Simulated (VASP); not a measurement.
Wanted: the native input for a VASP 6.6.1 run.

```yaml
Task: single point
Functional: LDA
Potentials_or_basis: VASP PAW LDA potentials, release 64 (Ti_sv, O)
Cutoff: 520 eV
k_mesh: 13 × 13 × 13
Occupations: fermi-dirac, width 0.08 eV
Spin: no spin polarisation
Dipole_correction: no
Further_INCAR_settings: ALGO = Normal; EDIFF = 1e-06; NBANDS = 33
```

The structure of TiO2 lies in POSCAR:

```
TiO2
1.0
   -1.9257475000      1.8781775000      4.7570000000
    1.8781775000     -1.9257475000      4.7570000000
    1.9068225000      1.9068225000     -4.7759250000
Ti O
2 4
Direct
    0.0000000000      0.0000000000      0.0000000000
    0.7500000000      0.2500000000      0.5000000000
    0.2066000000      0.2066000000      0.0000000000
    0.9566000000      0.4566000000      0.5000000000
    0.5434000000      0.0434000000      0.5000000000
    0.7934000000      0.7934000000      0.0000000000
```

This cell differs from its parent crystal: equal xy, yz and zx shear strains of -1 %.

One way to write it, as run:

INCAR

```
ALGO = Normal
EDIFF = 1E-6
ENCUT = 520
ISIF = 2
ISMEAR = -1
KPAR = 4
LASPH = True
LCHARG = False
LREAL = False
LWAVE = False
NBANDS = 33
NELM = 60
PREC = Accurate
SIGMA = 0.08
```

KPOINTS

```
k-points
0
Gamma
  13 13 13
```

Potentials or basis: VASP PAW LDA potentials, release 64 (Ti_sv, O).

Command:

```console
$ cat potpaw_LDA.64/Ti_sv/POTCAR potpaw_LDA.64/O/POTCAR > POTCAR
$ mpirun -np 4 vasp_std > vasp.out
```

Results of the run:

```json
{
  "Pressure": "-4.8 GPa",
  "Largest force": "0.163 eV/Å",
  "Band gap on the k mesh": "2.04 eV (least direct gap 2.33 eV)"
}
```

Caveat: the cell differs from its parent crystal (equal xy, yz and zx shear strains of -1 %); the cell stands under tension.

Wall time 16 min on 4 MPI ranks on Oxide Virtual Turin-like Processor (shared host), peak memory 0.99 GiB a rank.
